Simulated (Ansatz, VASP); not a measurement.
## One calculation of MgO, two programs

```
Mg O
1.0
     0.00000    2.13515    2.13515
     2.13515    0.00000    2.13515
     2.13515    2.13515    0.00000
Mg O
1 1
Cartesian
  0.0000 0.0000 0.0000
  2.1351 2.1351 2.1227
```

Change from the starting cell: all O atoms moved +0.013 Å, as atom 2 towards its neighbour atom 1 (Mg) at 2.135 Å.

Alike in both runs: task single point; functional r2SCAN; k mesh 10 × 10 × 10; occupations gaussian, width 0.05 eV; no spin polarisation.

|  | VASP | Ansatz |
| --- | --- | --- |
| version | VASP 6.6.1 | Ansatz 0.2.0 |
| potentials or method | VASP PAW PBE potentials, release 64 (Mg_sv, O), cutoff 750 eV | scalar-relativistic, plane waves, PAW |
| valence electrons in the cell | 16 | 16 |

```tsv
	VASP	Ansatz	Ansatz less VASP
gap on the k mesh at the Fermi level (eV)	5.24	5.22	-0.022
least direct gap on the mesh (eV)	5.24	5.22	-0.022
pressure (GPa)	-7.0	-7.1	-0.03
rms of the force components (eV/Å)	0.033	0.032	-0.0011
```

VASP's potentials were made for PBE, not for r2SCAN. Atom by atom the forces differ by 0.001 eV/Å (rms over components). With one functional, cell and mesh, what is left measures potentials, basis and numerics.
